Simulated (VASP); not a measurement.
Wanted: the native input for a VASP 6.6.1 run.

| Quantity | Value |
| --- | --- |
| Task | relaxation of cell and atoms |
| Functional | PBE |
| Potentials or basis | VASP PAW PBE potentials, release 64 (Cu_sv_GW, H) |
| Cutoff | 820 eV |
| k mesh | 4 × 4 × 4 |
| Occupations | gaussian, width 0.1 eV |
| Spin | no spin polarisation |
| Dipole correction | no |
| Further INCAR settings | ALGO = Normal; EDIFF = 1e-07; IBRION = 2; EDIFFG = -0.04; NSW = 90; ISIF = 3 |

The structure of CuH8 lies in POSCAR:

```
CuH8
1.0
    3.9216905800     -2.9353568800      0.0000000000
    3.9216905800      2.9353568800      0.0000000000
   -2.8666389100      0.0000000000      3.8949394800
Cu H
1 8
Direct
    0.2481310100      0.7518689900      0.5000000000
    0.7889599800      0.3176669800      0.1523450000
    0.6823330200      0.2110400200      0.8476550000
    0.2018450100      0.6758139400      0.8446320300
    0.3241860600      0.7981549900      0.1553679700
    0.2366569900      0.2681979800      0.1598380100
    0.7318020200      0.7633430100      0.8401619900
    0.1193880000      0.1666349800      0.8496230200
    0.8333650200      0.8806120000      0.1503769800
```

The cell was generated, and may not be a known phase.

These files were run (other wordings do the same):

INCAR

```
PREC = Accurate
ENCUT = 820
EDIFF = 1E-7
ISMEAR = 0
SIGMA = 0.1
LREAL = F
LASPH = T
NELM = 120
ALGO = Normal
ISIF = 3
LWAVE = F
LCHARG = F
GGA = PE
IBRION = 2
NSW = 90
EDIFFG = -0.04
GGA_COMPAT = F
NELMIN = 4
```

KPOINTS

```
regular mesh
0
Gamma
  4 4 4
```

Potentials or basis: VASP PAW PBE potentials, release 64 (Cu_sv_GW, H).

Launch:

```sh
$ cat potpaw_PBE.64/Cu_sv_GW/POTCAR potpaw_PBE.64/H/POTCAR > POTCAR
$ mpirun -np 1 vasp_std > vasp.out
```

Results of the run:

```yaml
Relaxed_volume: 9.94 Å³/atom
Relaxed_cell: a = 5.970 Å, b = 5.970 Å, c = 4.346 Å, α = 130.54°, β = 130.54°, γ = 64.13°
Space_group_after_relaxing_to_0.1_Å: C2 (No. 5)
Energy_gained_by_relaxing: 579.8 meV/atom
Ionic_steps: 69
Pressure_after_relaxing: -0.1 GPa
Largest_force_after_relaxing: 0.037 eV/Å
Band_gap_on_the_k_mesh: zero (an odd number of electrons rules out a gap without spin polarisation)
```

Caveat: the k points lie up to 0.37 Å⁻¹ apart in the final cell, too coarse for converged energies and pressures of a metal; a cell axis changed by over 15 % at a fixed basis, so the end point is rough; an odd number of electrons without spin polarisation forces a metal; a magnetic or distorted state may lie lower.

It took 70 min on 1 thread of Intel(R) Xeon(R) Platinum 8375C CPU @ 2.90GHz (Ice Lake), with other jobs on the host, peak memory 0.42 GiB.
